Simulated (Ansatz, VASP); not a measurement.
## Si: VASP beside Ansatz

The input INCAR:

```
SYSTEM = Si
  PREC = Accurate
  ENCUT = 500
  EDIFF = 1E-6
  ISMEAR = -1
  SIGMA = 0.1
  LREAL = .FALSE.
  LASPH = .TRUE.
  NELM = 120
  ALGO = Normal
  ISIF = 2
  LWAVE = .FALSE.
  LCHARG = .FALSE.
  GGA = PS
  NBANDS = 8
  GGA_COMPAT = .FALSE.
```

KPOINTS

```
regular mesh
0
G
  20 20 20
  0 0 0
```

POSCAR

```
Si
1.0
    0.0000000000      1.6029487856      1.6029487856
    1.6029487856      0.0000000000      1.6029487856
    1.6029487856      1.6029487856      0.0000000000
Si
1
Direct
    0.0000000000      0.0000000000      0.0000000000
```

Input for Ansatz:

```yaml
crystal:
  lattice:
    - [0.0, 1.6029487856, 1.6029487856]
    - [1.6029487856, 0.0, 1.6029487856]
    - [1.6029487856, 1.6029487856, 0.0]
  atoms:
    - { symbol: Si, position: [0.0, 0.0, 0.0] }
kpoints:
  mp_grid: { grid: [20, 20, 20] }
scf:
  occupations: { method: fermi_dirac, width: 0.1 }
hamiltonian:
  xc: pbesol
  pseudopotentials: { kind: paw }
output:
  forces: true
  stress: true
  eigenvalues: true
```

Change from the starting cell: volume scaled by 0.585, to set the pressure.

Alike in both runs: task single point; functional PBEsol; k mesh 20 × 20 × 20; occupations fermi-dirac, width 0.1 eV; no spin polarisation.

```csv
,VASP,Ansatz
version,VASP 6.6.1,Ansatz 0.2.0
potentials or method,"VASP PAW PBE potentials, release 64 (Si)","PAW with Ansatz's default frozen-core files, scalar-relativistic"
plane-wave cutoff (eV),500,420
valence electrons in the cell,4,4
```

```tsv
	VASP	Ansatz	Ansatz less VASP
pressure (GPa)	157.1	156.6	-0.55
```

VASP's potentials were made for PBE, not for PBEsol. Both programs put the cell under a high pressure, so it lies far from rest at this level.

Noted on VASP's run: the cell as given lies far from equilibrium.
